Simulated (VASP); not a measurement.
# Os (P6_3/mmc) in VASP: a series of runs

Runs on Os. Level: PBE. Tasks: electric field gradients.

Program: VASP 6.6.1. These are calculated values, not measurements. Logs are shortened: lines on timing, memory, paths and dates and some standing lists are left out, and cuts for length are marked.

## 1. The cell of the first run

The structure is hexagonal, space group P6_3/mmc (No. 194). Conventional cell: a = 2.711 Å, b = 2.711 Å, c = 4.283 Å, α = 90.00°, β = 90.00°, γ = 120.00°. Os (site symmetry -6m2) has 12 Os at 2.65 to 2.71 Å within 3.5 Å.

## 2. Electric field gradients, PBE (13.63 Å³/atom)

Contents of INCAR:

```
SYSTEM = Os
PREC = Accurate ; ENCUT = 520
EDIFF = 1E-8 ; ISMEAR = -1
SIGMA = 0.05 ; LREAL = .False.
LASPH = .True. ; NELM = 80
ALGO = Normal ; ISIF = 2
LWAVE = .False. ; LCHARG = .False.
GGA = PE ; LEFG = .True.
NBANDS = 15
```

Contents of KPOINTS:

```
Automatic mesh
0
Gamma
  15 15 9
  0 0 0
```

Contents of POSCAR:

```
Os
1.0
    2.7111232592      0.0000000000      0.0000000000
   -1.3555616296      2.3479016152      0.0000000000
    0.0000000000      0.0000000000      4.2833982837
Os
2
Direct
    0.3333333333      0.6666666667      0.2500000000
    0.6666666667      0.3333333333      0.7500000000
```

Potentials or basis: VASP PAW PBE potentials, release 64 (Os).

The run is started by

```bash
$ cat potpaw_PBE.64/Os/POTCAR > POTCAR
$ mpirun -np 1 vasp_std > vasp.out
```

OUTCAR:

```text
SYSTEM = Os
   PREC = Accurate
   ENCUT = 520
   EDIFF = 1E-8
   ISMEAR = -1
   LREAL = .False.
   LASPH = .True.
   NELM = 80
   ISIF = 2
   GGA = PE

 ion  position               nearest neighbor table
   1  0.333  0.667  0.250-   2 2.65   2 2.65   2 2.65   2 2.65   2 2.65   2 2.65
   2  0.667  0.333  0.750-   1 2.65   1 2.65   1 2.65   1 2.65   1 2.65   1 2.65

  LATTYP: Found a hexagonal cell.
 ALAT       =     2.7111232592
 C/A-ratio  =     1.5799349104

  Lattice vectors:

 A1 = (   2.7111232592,   0.0000000000,   0.0000000000)
 A2 = (  -1.3555616296,   2.3479016152,   0.0000000000)
 A3 = (   0.0000000000,   0.0000000000,   4.2833982837)

Analysis of symmetry for initial positions (statically):
=====================================================================
 Subroutine PRICEL returns:
 Original cell was already a primitive cell.

 Routine SETGRP: Setting up the symmetry group for a
 hexagonal supercell.

 Subroutine GETGRP returns: Found 24 space group operations
 (whereof 12 operations were pure point group operations)
 out of a pool of 24 trial point group operations.

The static configuration has the point symmetry D_3d.
 The point group associated with its full space group is D_6h.

Analysis of symmetry for dynamics (positions and initial velocities):
=====================================================================
 Subroutine PRICEL returns:
 Original cell was already a primitive cell.

 Routine SETGRP: Setting up the symmetry group for a
 hexagonal supercell.

 Subroutine GETGRP returns: Found 24 space group operations
 (whereof 12 operations were pure point group operations)
 out of a pool of 24 trial point group operations.

The dynamic configuration has the point symmetry D_3d.
 The point group associated with its full space group is D_6h.

 Subroutine INISYM returns: Found 24 space group operations
 (whereof 12 operations are pure point group operations),
 and found     1 'primitive' translations

----------------------------------------------------------------------------------------

                                     Primitive cell

  volume of cell :      27.2658

  direct lattice vectors                    reciprocal lattice vectors
[... 130 lines left out ...]
  free energy    TOTEN  =       -22.42791829 eV

  energy without entropy =      -22.42003961  energy(sigma->0) =      -22.42397895

 E-fermi :   9.8598     XC(G=0): -14.2074

 val. band max:        9.8267775924   @ k =   0.0667   0.0667   0.3333
 cond. band min:       9.8649105449   @ k =   0.1333   0.0000   0.3333
 fundamental gap:      0.0381329525
 Fermi energy:         9.8598031603

 k-point     1 :       0.0000    0.0000    0.0000
  band No.  band energies     occupation
      1      -1.3157      2.00000
      2       1.8204      2.00000
      3       6.6870      2.00000
      4       6.6870      2.00000
      5       6.9564      2.00000
      6       7.5660      2.00000
      7       7.5660      2.00000
      8       8.2459      2.00000
      9       8.2459      2.00000
     10       9.8952      0.66041
     11      11.6220      0.00000
     12      11.6220      0.00000
     13      19.2532      0.00000
     14      23.8864      0.00000
[... 401 lines left out ...]
      2       3.5359      2.00000
      3       3.6175      2.00000
      4       5.7664      2.00000
      5       6.0455      2.00000
      6       6.8300      2.00000
      7       8.1695      2.00000
      8      11.3592      0.00000
      9      11.9918      0.00000
     10      12.2040      0.00000
     11      15.1188      0.00000
     12      15.8096      0.00000
     13      18.3266      0.00000
     14      21.4839      0.00000
     15      24.0930      0.00000

 [... further k-points ...]
[... 5 lines left out ...]
  --------------------------------------------------------------------------------------
  -------------------------------------------------------------------------------------
  Total        3.4399328      3.4399328      3.7093454      0.0000000      0.0000000      0.0000000
  in kB      202.1356519    202.1356519    217.9667458      0.0000000      0.0000000      0.0000000
  external PRESSURE =     207.4126832 kB  Pullay stress =       0.0000000 kB

 VOLUME and BASIS-vectors are now :
 -----------------------------------------------------------------------------
  energy-cutoff  :      520.00
  volume of cell :       27.27
      direct lattice vectors                 reciprocal lattice vectors
     2.711123259  0.000000000  0.000000000     0.368850806  0.212956112  0.000000000
    -1.355561630  2.347901615  0.000000000     0.000000000  0.425912225  0.000000000
     0.000000000  0.000000000  4.283398284     0.000000000  0.000000000  0.233459495

 POSITION                                       TOTAL-FORCE (eV/Angst)
 -----------------------------------------------------------------------------------
     -0.00000      1.56527      1.07085         0.000000      0.000000      0.000000
      1.35556      0.78263      3.21255        -0.000000     -0.000000      0.000000
 -----------------------------------------------------------------------------------
    total drift:                                0.000000     -0.000000     -0.000000

  FREE ENERGIE OF THE ION-ELECTRON SYSTEM (eV)
  ---------------------------------------------------
  free  energy   TOTEN  =       -22.4279182926 eV

  energy  without entropy=      -22.4200396089  energy(sigma->0) =      -22.42397895

 Electric field gradients (V/A^2)
---------------------------------------------------------------------
 ion       V_xx      V_yy      V_zz      V_xy      V_xz      V_yz
---------------------------------------------------------------------
   1      41.154    41.154   -82.308     0.000     0.000    -0.000
   2      41.154    41.154   -82.308     0.000    -0.000     0.000
---------------------------------------------------------------------

 Electric field gradients after diagonalization (V/A^2)
 (convention: |V_zz| > |V_xx| > |V_yy|)
----------------------------------------------------------------------
 ion       V_xx      V_yy      V_zz     asymmetry (V_yy - V_xx)/ V_zz
----------------------------------------------------------------------
   1      41.154    41.154   -82.308       0.000
   2      41.154    41.154   -82.308       0.000
----------------------------------------------------------------------

           NMR quadrupolar parameters

 Cq : quadrupolar parameter    Cq=e*Q*V_zz/h
 eta: asymmetry parameters     (V_yy - V_xx)/ V_zz
 Q  : nuclear electric quadrupole moment in mb (millibarn)
----------------------------------------------------------------------
 ion       Cq(MHz)       eta       Q (mb)
----------------------------------------------------------------------
   1      -0.199       0.000       1.000
   2      -0.199       0.000       1.000
----------------------------------------------------------------------
```

Wall time 48 s (1 thread of Intel Xeon Platinum 8259CL at 2.50GHz (Skylake/Cascade Lake), shared host); peak memory 0.17 GiB.

What came out:

| Quantity | Value |
| --- | --- |
| Free energy | -22.4279 eV |
| Pressure | 20.7 GPa |
| Band gap on the k mesh | zero (bands 8 and 9 overlap by 3.98 eV) |
| Largest electric field gradient by atom | Os -82.3 V/Å² |

Electric field gradients, principal values (V/Å²):
```
atom   least  middle  greatest (by size)
1 Os  41.154  41.154             -82.308
2 Os  41.154  41.154             -82.308
```

Caveat: the cell stands under pressure; without QUAD_EFG the Cq values of the log hold for a quadrupole moment of 1 mb, not for the nuclei; spin-orbit coupling is left out, which moves the levels of the heavy elements.

## 3. Electric field gradients, PBE

This run uses another cell than the first one, of 13.98 Å³/atom.

Contents of INCAR:

```
SYSTEM = Os
  PREC = Accurate
  ENCUT = 520
  EDIFF = 1E-8
  ISMEAR = -1
  SIGMA = 0.05
  LREAL = .FALSE.
  LASPH = .TRUE.
  NELM = 80
  ALGO = Normal
  ISIF = 2
  LWAVE = .FALSE.
  LCHARG = .FALSE.
  GGA = PE
  LEFG = .TRUE.
  NBANDS = 15
```

Contents of KPOINTS:

```
Automatic mesh
0
G
  15 15 9
  0 0 0
```

Contents of POSCAR:

```
Os
1.0
    2.7340999755      0.0000000000      0.0000000000
   -1.3670499878      2.3678000353      0.0000000000
    0.0000000000      0.0000000000      4.3197000000
Os
2
Direct
    0.3333333333      0.6666666667      0.2500000000
    0.6666666667      0.3333333333      0.7500000000
```

Potentials or basis: VASP PAW PBE potentials, release 64 (Os).

The run is started by

```bash
$ cat potpaw_PBE.64/Os/POTCAR > POTCAR
$ mpirun -np 1 vasp_std > vasp.out
```

OUTCAR:

```text
SYSTEM = Os
   PREC = Accurate
   ENCUT = 520
   EDIFF = 1E-8
   ISMEAR = -1
   LREAL = .FALSE.
   LASPH = .TRUE.
   NELM = 80
   ISIF = 2
   GGA = PE

 ion  position               nearest neighbor table
   1  0.333  0.667  0.250-   2 2.68   2 2.68   2 2.68   2 2.68   2 2.68   2 2.68
   2  0.667  0.333  0.750-   1 2.68   1 2.68   1 2.68   1 2.68   1 2.68   1 2.68

  LATTYP: Found a hexagonal cell.
 ALAT       =     2.7340999755
 C/A-ratio  =     1.5799349105

  Lattice vectors:

 A1 = (   2.7340999755,   0.0000000000,   0.0000000000)
 A2 = (  -1.3670499878,   2.3678000353,   0.0000000000)
 A3 = (   0.0000000000,   0.0000000000,   4.3197000000)

Analysis of symmetry for initial positions (statically):
=====================================================================
 Subroutine PRICEL returns:
 Original cell was already a primitive cell.

 Routine SETGRP: Setting up the symmetry group for a
 hexagonal supercell.
[... 622 lines left out ...]
  volume of cell :       27.96
      direct lattice vectors                 reciprocal lattice vectors
     2.734099975  0.000000000  0.000000000     0.365751073  0.211166481  0.000000000
    -1.367049988  2.367800035  0.000000000     0.000000000  0.422332961  0.000000000
     0.000000000  0.000000000  4.319700000     0.000000000  0.000000000  0.231497558

 POSITION                                       TOTAL-FORCE (eV/Angst)
 -----------------------------------------------------------------------------------
     -0.00000      1.57853      1.07993         0.000000      0.000000      0.000000
      1.36705      0.78927      3.23977        -0.000000      0.000000      0.000000
 -----------------------------------------------------------------------------------
    total drift:                               -0.000000      0.000000     -0.000000

  FREE ENERGIE OF THE ION-ELECTRON SYSTEM (eV)
  ---------------------------------------------------
  free  energy   TOTEN  =       -22.4919976477 eV

  energy  without entropy=      -22.4837501485  energy(sigma->0) =      -22.48787390

 Electric field gradients (V/A^2)
---------------------------------------------------------------------
 ion       V_xx      V_yy      V_zz      V_xy      V_xz      V_yz
---------------------------------------------------------------------
   1      39.494    39.494   -78.989    -0.000     0.000    -0.000
   2      39.494    39.494   -78.989    -0.000    -0.000     0.000
---------------------------------------------------------------------

 Electric field gradients after diagonalization (V/A^2)
 (convention: |V_zz| > |V_xx| > |V_yy|)
----------------------------------------------------------------------
 ion       V_xx      V_yy      V_zz     asymmetry (V_yy - V_xx)/ V_zz
----------------------------------------------------------------------
   1      39.494    39.494   -78.989       0.000
   2      39.494    39.494   -78.989       0.000
----------------------------------------------------------------------

           NMR quadrupolar parameters

 Cq : quadrupolar parameter    Cq=e*Q*V_zz/h
 eta: asymmetry parameters     (V_yy - V_xx)/ V_zz
 Q  : nuclear electric quadrupole moment in mb (millibarn)
----------------------------------------------------------------------
 ion       Cq(MHz)       eta       Q (mb)
----------------------------------------------------------------------
   1      -0.191       0.000       1.000
   2      -0.191       0.000       1.000
----------------------------------------------------------------------
```

OSZICAR:

```text
N       E                     dE             d eps       ncg     rms          rms(c)
DAV:   1     0.103958625106E+03    0.10396E+03   -0.74218E+03  4050   0.102E+03
DAV:   2    -0.191253642927E+02   -0.12308E+03   -0.10765E+03  4134   0.330E+02
DAV:   3    -0.238583425089E+02   -0.47330E+01   -0.45758E+01  5485   0.568E+01
DAV:   4    -0.238930156499E+02   -0.34673E-01   -0.34629E-01  4400   0.505E+00
DAV:   5    -0.238931945338E+02   -0.17888E-03   -0.17888E-03  5535   0.344E-01    0.234E+01
DAV:   6    -0.228211265570E+02    0.10721E+01   -0.86766E-01  5142   0.794E+00    0.107E+01
DAV:   7    -0.225000888296E+02    0.32104E+00   -0.61854E-01  5191   0.657E+00    0.534E-01
DAV:   8    -0.224945591351E+02    0.55297E-02   -0.63035E-03  4183   0.601E-01    0.337E-01
DAV:   9    -0.224919975447E+02    0.25616E-02   -0.16049E-03  4848   0.399E-01    0.443E-02
DAV:  10    -0.224920206114E+02   -0.23067E-04   -0.59966E-05  5366   0.655E-02    0.931E-03
DAV:  11    -0.224919988549E+02    0.21756E-04   -0.40118E-06  4484   0.216E-02    0.146E-03
DAV:  12    -0.224919979296E+02    0.92530E-06   -0.91994E-08  5415   0.298E-03    0.759E-04
DAV:  13    -0.224919977338E+02    0.19586E-06   -0.19402E-09  3229   0.419E-04    0.292E-04
DAV:  14    -0.224919976435E+02    0.90324E-07   -0.34159E-10  2683   0.142E-04    0.397E-05
DAV:  15    -0.224919976477E+02   -0.41961E-08   -0.45588E-11  2529   0.772E-05
   1 F= -.22491998E+02 E0= -.22487874E+02  d E =-.824750E-02
```

Run time: 65 s. Hardware: 1 thread of Intel Xeon Platinum 8259CL at 2.50GHz (Skylake/Cascade Lake), shared host; peak memory 0.17 GiB.

Results:

* Free energy: -22.4920 eV
* Pressure: 8.7 GPa
* Band gap on the k mesh: zero (bands 8 and 9 overlap by 3.82 eV)
* Largest electric field gradient by atom: Os -79.0 V/Å²

Levels at points of the mesh, in eV from the Fermi level:
| k point | band 5 | band 6 | band 7 | band 8 | band 9 | band 10 | band 11 | band 12 |
| --- | --- | --- | --- | --- | --- | --- | --- | --- |
| (0.00, 0.00, 0.00) | -2.80 | -2.21 | -2.21 | -1.56 | -1.56 | 0.03 | 1.70 | 1.70 |

Electric field gradients, principal values (V/Å²):
```
atom   least  middle  greatest (by size)
1 Os  39.494  39.494             -78.989
2 Os  39.494  39.494             -78.989
```

Caveat: the cell stands under pressure; without QUAD_EFG the Cq values of the log hold for a quadrupole moment of 1 mb, not for the nuclei; spin-orbit coupling is left out, which moves the levels of the heavy elements.

(Continued in part 2 of 2.)
